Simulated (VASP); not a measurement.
# Si2Mo (P6_222) in VASP: further runs

Si2Mo is run at these levels: PBEsol; tasks: single point, relaxation of shape and atoms at fixed volume.

Program: VASP 6.6.1. These are calculated values, not measurements. Logs are shortened: lines on timing, memory, paths and dates and some standing lists are left out, and cuts for length are marked.

**1. The cell of the first run**

The structure is hexagonal, space group P6_222 (No. 180). The conventional cell has a = 4.477 Å, b = 4.477 Å, c = 6.446 Å, α = 90.00°, β = 90.00°, γ = 120.00°. Within 3.3 Å of Si (site symmetry 2) lie 9 Si at 2.50 to 3.13 Å and 5 Mo at 2.51 to 2.60 Å. Within 3.3 Å of Mo (site symmetry 222) lie 10 Si at 2.51 to 2.60 Å and 4 Mo at 3.10 Å.

**2. Single point, PBEsol (12.43 Å³/atom)**

The input, INCAR:

```
PREC     = Accurate       # precision mode
ENCUT    = 520            # plane-wave cutoff, eV
EDIFF    = 1E-6           # SCF threshold, eV
ISMEAR   = 0              # smearing method
SIGMA    = 0.1            # smearing width, eV
LREAL    = F              # projectors in reciprocal space
LASPH    = T              # aspherical terms in the spheres
NELM     = 80             # most SCF steps
ALGO     = Normal         # electronic algorithm
ISIF     = 2              # what is computed and relaxed
LWAVE    = F              # write WAVECAR
LCHARG   = T              # write CHGCAR
GGA      = PS             # functional
LELF     = T              # ELF
LVHAR    = T            
NBANDS   = 43             # bands
```

The input, KPOINTS:

```
regular mesh
0
Gamma
  12 12 6
```

The input, POSCAR:

```
Si2Mo
1.0
    4.4765101799      0.0000000000      0.0000000000
   -2.2382550900      3.8767715360      0.0000000000
    0.0000000000      0.0000000000      6.4455856098
Si Mo
6 3
Direct
    0.1640439797      0.8359560203      0.8333333333
    0.3280879595      0.1640439797      0.1666666667
    0.8359560203      0.6719120405      0.5000000000
    0.8359560203      0.1640439797      0.8333333333
    0.6719120405      0.8359560203      0.1666666667
    0.1640439797      0.3280879595      0.5000000000
    0.5000000000      0.0000000000      0.5000000000
    0.0000000000      0.5000000000      0.1666666667
    0.5000000000      0.5000000000      0.8333333333
```

Potentials or basis: VASP PAW PBE potentials, release 64 (Si, Mo_sv).

Launch:

```bash
$ cat potpaw_PBE.64/Si/POTCAR potpaw_PBE.64/Mo_sv/POTCAR > POTCAR
$ mpirun -np 1 vasp_std > vasp.out
```

OUTCAR:

```text
PREC = Accurate
   ENCUT = 520
   EDIFF = 1E-6
   ISMEAR = 0
   LREAL = F
   LASPH = T
   NELM = 80
   ISIF = 2
   GGA = PS

 ion  position               nearest neighbor table
   1  0.164  0.836  0.833-   3 2.50   2 2.50   7 2.51   8 2.51   4 2.54   9 2.57   9 2.57   9 2.60
                             4 2.61   4 2.61   6 3.08   5 3.08   6 3.13   5 3.13
   2  0.328  0.164  0.167-   6 2.50   1 2.50   7 2.51   9 2.51   5 2.54   8 2.57   8 2.57   8 2.60
                             5 2.61   5 2.61   3 3.08   4 3.08   3 3.13   4 3.13
   3  0.836  0.672  0.500-   1 2.50   5 2.50   8 2.51   9 2.51   6 2.54   7 2.57   7 2.57   7 2.60
                             6 2.61   6 2.61   2 3.08   4 3.08   2 3.13   4 3.13
   4  0.836  0.164  0.833-   6 2.50   5 2.50   7 2.51   8 2.51   1 2.54   9 2.57   9 2.57   9 2.60
                             1 2.61   1 2.61   3 3.08   2 3.08   3 3.13   2 3.13
   5  0.672  0.836  0.167-   3 2.50   4 2.50   7 2.51   9 2.51   2 2.54   8 2.57   8 2.57   8 2.60
                             2 2.61   2 2.61   6 3.08   1 3.08   6 3.13   1 3.13
   6  0.164  0.328  0.500-   4 2.50   2 2.50   8 2.51   9 2.51   3 2.54   7 2.57   7 2.57   7 2.60
                             3 2.61   3 2.61   5 3.08   1 3.08   5 3.13   1 3.13
   7  0.500  0.000  0.500-   2 2.51   5 2.51   4 2.51   1 2.51   6 2.57   3 2.57   6 2.57   3 2.57
                             6 2.60   3 2.60   8 3.10   8 3.10   9 3.10   9 3.10
   8  0.000  0.500  0.167-   3 2.51   6 2.51   4 2.51   1 2.51   2 2.57   5 2.57   2 2.57   5 2.57
                             5 2.60   2 2.60   7 3.10   7 3.10   9 3.10   9 3.10
   9  0.500  0.500  0.833-   3 2.51   6 2.51   5 2.51   2 2.51   4 2.57   1 2.57   1 2.57   4 2.57
                             1 2.60   4 2.60   7 3.10   7 3.10   8 3.10   8 3.10

  LATTYP: Found a hexagonal cell.
 ALAT       =     4.4765101799
 C/A-ratio  =     1.4398684133

  Lattice vectors:

 A1 = (   4.4765101799,   0.0000000000,   0.0000000000)
 A2 = (  -2.2382550900,   3.8767715360,   0.0000000000)
 A3 = (   0.0000000000,   0.0000000000,   6.4455856098)

Analysis of symmetry for initial positions (statically):
=====================================================================
 Subroutine PRICEL returns:
 Original cell was already a primitive cell.

 Routine SETGRP: Setting up the symmetry group for a
 hexagonal supercell.

 Subroutine GETGRP returns: Found 12 space group operations
 (whereof  4 operations were pure point group operations)
 out of a pool of 24 trial point group operations.

The static configuration has the point symmetry D_2 .
 The point group associated with its full space group is D_6 .

Analysis of symmetry for dynamics (positions and initial velocities):
=====================================================================
 Subroutine PRICEL returns:
 Original cell was already a primitive cell.

 Routine SETGRP: Setting up the symmetry group for a
[... 137 lines left out ...]
   EFERMI_NEDOS =   21; number of points for ismear=-14 and -15
   IALGO  =     38    algorithm
   IMIX   =      4    mixing-type and parameters
     AMIX     =   0.40;   BMIX     =  1.00
     AMIX_MAG =   1.60;   BMIX_MAG =  1.00
  volume/ion in A,a.u.               =      12.43        83.87
  Fermi-wavevector in a.u.,A,eV,Ry     =   1.373089  2.594762 25.652070  1.885374
  Thomas-Fermi vector in A             =   2.498638
   LORBIT       =      0    0 simple, 1 ext, 2 COOP (PROOUT), +10 PAW based schemes
   GGA     = PS    functional components
   LHFCALC =     F    Hartree Fock is set to
   AEXX    =    0.0000 exact exchange contribution
   IVDW    =     0    specifies the selected vdW correction
   LEPSILON=     F    determine dielectric tensor
   LRPA    =     F    only Hartree local field effects (RPA)
 non-spin polarized calculation
 Gauss-broadening in eV      SIGMA  =   0.10
  energy-cutoff  :      520.00
  volume of cell :      111.86
 maximum number of plane-waves:      3041
 NGX is ok and might be reduce to    36
   NGX = 17   NGY = 17   NGZ = 23

 number of electron      66.0000007 magnetization

 Free energy of the ion-electron system (eV)
  ---------------------------------------------------
  ext. energy  EPLUGINS =         0.00000000
  ---------------------------------------------------
  free energy    TOTEN  =       -74.63707000 eV

  energy without entropy =      -74.63645654  energy(sigma->0) =      -74.63676327

 E-fermi :  13.9374     XC(G=0): -12.8725

 val. band max:       13.9308401992   @ k =   0.5000  -0.0000   0.0000
 cond. band min:      14.1031508925   @ k =   0.4167  -0.0000   0.0000
 fundamental gap:      0.1723106933
 Fermi energy:        13.9374079156

 k-point     1 :       0.0000    0.0000    0.0000
  band No.  band energies     occupation
      1     -47.0747      2.00000
      2     -47.0324      2.00000
      3     -47.0324      2.00000
      4     -21.4202      2.00000
      5     -21.4144      2.00000
      6     -21.4144      2.00000
[... 1093 lines left out ...]
     42      17.4849      0.00000
     43      17.9842      0.00000

 [... further k-points ...]

------------------------ aborting loop because EDIFF is reached ----------------------------------------

  FORCE on cell =-STRESS in cart. coord.  units (eV):
  Direction    XX          YY          ZZ          XY          YZ          ZX
  --------------------------------------------------------------------------------------
  -------------------------------------------------------------------------------------
  Total       11.2502945     11.2502945     11.3584417     -0.0000000     -0.0000000      0.0000000
  in kB      161.1396095    161.1396095    162.6886178     -0.0000000     -0.0000000      0.0000000
  external PRESSURE =     161.6559456 kB  Pullay stress =       0.0000000 kB

 VOLUME and BASIS-vectors are now :
 -----------------------------------------------------------------------------
  energy-cutoff  :      520.00
  volume of cell :      111.86
      direct lattice vectors                 reciprocal lattice vectors
     4.476510180  0.000000000  0.000000000     0.223388300  0.128973295  0.000000000
    -2.238255090  3.876771536  0.000000000     0.000000000  0.257946591  0.000000000
     0.000000000  0.000000000  6.445585610     0.000000000  0.000000000  0.155144941

 POSITION                                       TOTAL-FORCE (eV/Angst)
 -----------------------------------------------------------------------------------
     -1.13674      3.24081      5.37132        -0.004222      0.002437     -0.000000
      1.10152      0.63596      1.07426        -0.004222     -0.002437     -0.000000
      2.23826      2.60485      3.22279        -0.000000      0.004875     -0.000000
      3.37499      0.63596      5.37132         0.004222     -0.002437      0.000000
      1.13674      3.24081      1.07426         0.004222      0.002437      0.000000
     -0.00000      1.27192      3.22279         0.000000     -0.004875     -0.000000
      2.23826      0.00000      3.22279         0.000000     -0.000000     -0.000000
     -1.11913      1.93839      1.07426         0.000000     -0.000000      0.000000
      1.11913      1.93839      5.37132         0.000000      0.000000      0.000000
 -----------------------------------------------------------------------------------
    total drift:                               -0.000000      0.000000      0.000001

  FREE ENERGIE OF THE ION-ELECTRON SYSTEM (eV)
  ---------------------------------------------------
  free  energy   TOTEN  =       -74.6370700040 eV

  energy  without entropy=      -74.6364565450  energy(sigma->0) =      -74.63676327
```

OSZICAR:

```text
N       E                     dE             d eps       ncg     rms          rms(c)
DAV:   1     0.552892286360E+03    0.55289E+03   -0.36496E+04  6832   0.149E+03
DAV:   2    -0.513045192129E+02   -0.60420E+03   -0.58449E+03  7343   0.405E+02
DAV:   3    -0.767515578286E+02   -0.25447E+02   -0.24910E+02  8472   0.736E+01
DAV:   4    -0.771764706152E+02   -0.42491E+00   -0.42237E+00  8000   0.879E+00
DAV:   5    -0.771829612291E+02   -0.64906E-02   -0.64795E-02  8026   0.112E+00    0.460E+01
DAV:   6    -0.750420156724E+02    0.21409E+01   -0.14137E+01  7626   0.183E+01    0.116E+01
DAV:   7    -0.747530224699E+02    0.28899E+00   -0.20727E+00  7532   0.658E+00    0.948E+00
DAV:   8    -0.746384541139E+02    0.11457E+00   -0.31484E-01  7600   0.303E+00    0.732E-01
DAV:   9    -0.746376324268E+02    0.82169E-03   -0.15056E-02  8618   0.489E-01    0.392E-01
DAV:  10    -0.746372488926E+02    0.38353E-03   -0.37929E-03  7654   0.364E-01    0.176E-01
DAV:  11    -0.746370718763E+02    0.17702E-03   -0.90137E-04  7668   0.163E-01    0.289E-02
DAV:  12    -0.746370707593E+02    0.11170E-05   -0.30329E-05  7815   0.263E-02    0.127E-02
DAV:  13    -0.746370700040E+02    0.75525E-06   -0.15436E-06  5063   0.561E-03
   1 F= -.74637070E+02 E0= -.74636763E+02  d E =-.613459E-03
```

stdout:

```text
POSCAR found type information on POSCAR SiMo
 POSCAR found :  2 types and       9 ions
 scaLAPACK will be used
 -----------------------------------------------------------------------------
|                                                                             |
|                                                                             |
|     You enforced a specific xc type in the INCAR file but a different       |
|     I HOPE YOU KNOW WHAT YOU ARE DOING!                                     |
|                                                                             |
 -----------------------------------------------------------------------------

 LDA part: xc-table for (Slater+PW92), standard interpolation
 POSCAR, INCAR and KPOINTS ok, starting setup
 FFT: planning ... GRIDC
 FFT: planning ... GRID_SOFT
 FFT: planning ... GRID
 WAVECAR not read
 entering main loop
```

Run time: 2.1 min. Hardware: 1 thread of Intel Xeon 6975P-C (Granite Rapids), shared host; peak memory 0.41 GiB.

What came out:

* Free energy: -74.6371 eV
* Pressure: 16.2 GPa
* Largest force: 0.005 eV/Å
* Band gap on the k mesh: zero (filled and empty bands touch)

Forces in eV/Å, atoms in the order of the input:
```
Si  -0.004  0.002  0.000
Si  -0.004 -0.002  0.000
Si   0.000  0.005  0.000
Si   0.004 -0.002  0.000
Si   0.004  0.002  0.000
Si   0.000 -0.005  0.000
Mo   0.000  0.000  0.000
Mo   0.000  0.000  0.000
Mo   0.000  0.000  0.000
```

Caveat: the cell stands under pressure; the PAW data sets were made with another functional, which shifts forces and pressure a little.

**3. Relaxation of shape and atoms at fixed volume, PBEsol (12.43 Å³/atom)**

The input, INCAR:

```
PREC     = Accurate       # precision mode
ENCUT    = 600            # plane-wave cutoff, eV
EDIFF    = 1E-6           # SCF threshold, eV
ISMEAR   = 0              # smearing method
SIGMA    = 0.1            # smearing width, eV
LREAL    = F              # projectors in reciprocal space
LASPH    = T              # aspherical terms in the spheres
NELM     = 80             # most SCF steps
ALGO     = Normal         # electronic algorithm
ISIF     = 4              # what is computed and relaxed
LWAVE    = F              # write WAVECAR
LCHARG   = F              # write CHGCAR
GGA      = PS             # functional
IBRION   = 2              # ionic algorithm
NSW      = 50             # ionic steps
EDIFFG   = -0.01          # ionic threshold
```

The input, KPOINTS:

```
Automatic mesh
0
Gamma
  12 12 6
```

The input, POSCAR:

```
Si2Mo
1.0
    4.4788046687      0.0000000000      0.0000000000
   -2.2394023344      3.8787586217      0.0000000000
    0.0000000000      0.0000000000      6.4389831624
Si Mo
6 3
Direct
    0.1641055929      0.8358944071      0.8333333333
    0.3282111858      0.1641055929      0.1666666667
    0.8358944071      0.6717888142      0.5000000000
    0.8358944071      0.1641055929      0.8333333333
    0.6717888142      0.8358944071      0.1666666667
    0.1641055929      0.3282111858      0.5000000000
    0.5000000000      0.0000000000      0.5000000000
    0.0000000000      0.5000000000      0.1666666667
    0.5000000000      0.5000000000      0.8333333333
```

Potentials or basis: VASP PAW PBE potentials, release 64 (Si, Mo_sv).

Launch:

```bash
$ cat potpaw_PBE.64/Si/POTCAR potpaw_PBE.64/Mo_sv/POTCAR > POTCAR
$ mpirun -np 1 vasp_std > vasp.out
```

Run time: 10 min. Hardware: 1 thread of Intel Xeon 8259CL, shared host; peak memory 0.46 GiB.

The run converged. Its results:

```
Free energy               : -74.6373 eV
Energy gained by relaxing : 0.0 meV/atom
Ionic steps               : 3
Pressure after relaxing   : 16.1 GPa
Band gap on the k mesh    : zero (filled and empty bands touch)
```

Forces on the atoms (eV/Å):
```
Si  -0.002  0.001  0.000
Si  -0.002 -0.001  0.000
Si   0.000  0.002  0.000
Si   0.002 -0.001  0.000
Si   0.002  0.001  0.000
Si   0.000 -0.002  0.000
Mo   0.000  0.000  0.000
Mo   0.000  0.000  0.000
Mo   0.000  0.000  0.000
```

Step by step:
| step | energy change (eV) | largest force (eV/Å) | pressure (GPa) | volume (Å³) |
| --- | --- | --- | --- | --- |
| 1 | 0.0000 | 0.0170 | 16.15 | 111.86 |
| 2 | -0.0003 | 0.0043 | 16.10 | 111.86 |
| 3 | -0.0004 | 0.0020 | 16.12 | 111.86 |

Final structure:
```
Si Mo
1.0
     4.47588    0.00000    0.00000
    -2.23794    3.87623    0.00000
     0.00000    0.00000    6.44739
Si Mo
6 3
Direct
  0.16403 0.83597 0.83333
  0.32806 0.16403 0.16667
  0.83597 0.67194 0.50000
  0.83597 0.16403 0.83333
  0.67194 0.83597 0.16667
  0.16403 0.32806 0.50000
  0.50000 0.00000 0.50000
  0.00000 0.50000 0.16667
  0.50000 0.50000 0.83333
```

Levels at points of the mesh, in eV from the Fermi level:
| k point | band 30 | band 31 | band 32 | band 33 | band 34 | band 35 | band 36 | band 37 |
| --- | --- | --- | --- | --- | --- | --- | --- | --- |
| (0.00, 0.00, 0.00) | -3.19 | -2.83 | -2.17 | -0.98 | 2.18 | 2.58 | 2.58 | 2.64 |
| (0.50, 0.00, 0.00) | -2.40 | -1.79 | -1.16 | -0.76 | -0.01 | 0.73 | 0.92 | 1.43 |
| (0.00, 0.00, 0.50) | -2.40 | -2.11 | -0.86 | -0.86 | 2.11 | 2.51 | 2.63 | 2.63 |
| (0.50, 0.00, 0.50) | -2.84 | -2.18 | -1.36 | -0.01 | 0.59 | 1.18 | 1.45 | 1.47 |

Caveat: the PAW data sets were made with another functional, which shifts forces and pressure a little.

(Continued in part 2 of 2.)

The gap in the log of VASP goes by the Fermi energy; the results here count the filled bands.